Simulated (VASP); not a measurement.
Ti4Ge:

```
Ti Ge
1.0
     3.04024    0.00000    0.00000
    -1.52012    2.63293    0.00000
     0.00000    0.00000   11.36785
Ti Ge
4 1
Direct
  0.33333 0.66667 0.18966
  0.66667 0.33333 0.39655
  0.33333 0.66667 0.60345
  0.66667 0.33333 0.81034
  0.00000 0.00000 0.00000
```

The cell was generated, and may not be a known phase.

* Program: VASP 6.6.1
* Task: relaxation of cell and atoms
* Functional: PBE
* Potentials or basis: VASP PAW PBE potentials, release 64 (Ti_sv, Ge_d)
* Cutoff: 600 eV
* k mesh: 6 × 6 × 2
* Occupations: gaussian, width 0.1 eV
* Spin: no spin polarisation

At the start: pressure -5.9 GPa; volume 18.20 Å³/atom.

How do energy, volume and symmetry change on relaxing?

Over 6 steps the energy falls by 27.0 meV/atom and the volume is 17.17 Å³/atom (-5.7 %); space group P-3m1 (No. 164, to 0.1 Å) before and after.

The path:
```tsv
step	energy change (eV)	largest force (eV/Å)	pressure (GPa)	volume (Å³)
1	0.0000	0.3916	-5.93	91.00
2	-0.0758	0.2966	4.91	82.41
3	-0.1174	0.3422	0.41	85.46
4	-0.1315	0.1639	0.25	85.54
5	-0.1344	0.0379	0.18	85.59
6	-0.1352	0.0195	-0.12	85.84
```

Final structure:
```xyz
5
Lattice="2.9703 0.0000 0.0000 -1.4852 2.5724 0.0000 0.0000 0.0000 11.2349" Properties=species:S:1:pos:R:3 pbc="T T T"
Ti    0.0000    1.7149    2.1731
Ti    1.4852    0.8575    4.4242
Ti    0.0000    1.7149    6.8107
Ti    1.4852    0.8575    9.0618
Ge    0.0000    0.0000   11.2349
```

Caveat: the k points lie up to 0.41 Å⁻¹ apart in the final cell, too coarse for converged energies and pressures of a metal.
